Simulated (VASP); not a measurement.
Input of a VASP 6.6.1 run:

INCAR

```
PREC = Accurate
ENCUT = 520
EDIFF = 1E-6
ISMEAR = -1
SIGMA = 0.2
LREAL = F
LASPH = T
NELM = 100
ALGO = Normal
ISIF = 2
LWAVE = F
LCHARG = F
GGA = PE
NBANDS = 20
```

File KPOINTS:

```
Automatic mesh
0
Gamma
  6 6 6
```

POSCAR

```
CdF2
1.0
    0.0000000000      2.6941776810      2.6941776810
    2.6941776810      0.0000000000      2.6941776810
    2.6941776810      2.6941776810      0.0000000000
Cd F
1 2
Direct
    0.0000000000      0.0000000000      0.0000000000
    0.2500000000      0.2500000000      0.2500000000
    0.7500000000      0.7500000000      0.7500000000
```

Potentials or basis: VASP PAW PBE potentials, release 64 (Cd, F).

Run with:

```console
$ cat potpaw_PBE.64/Cd/POTCAR potpaw_PBE.64/F/POTCAR > POTCAR
$ mpirun -np 1 vasp_std > vasp.out
```

**Question.** Predict the pressure.

**Answer.** 6.2 GPa.

**Question.** What does it give for the band gap on the k mesh?

**Answer.** 3.09 eV (least direct gap 3.57 eV).

Caveat: the cell stands under pressure. A k mesh can miss the band edges.
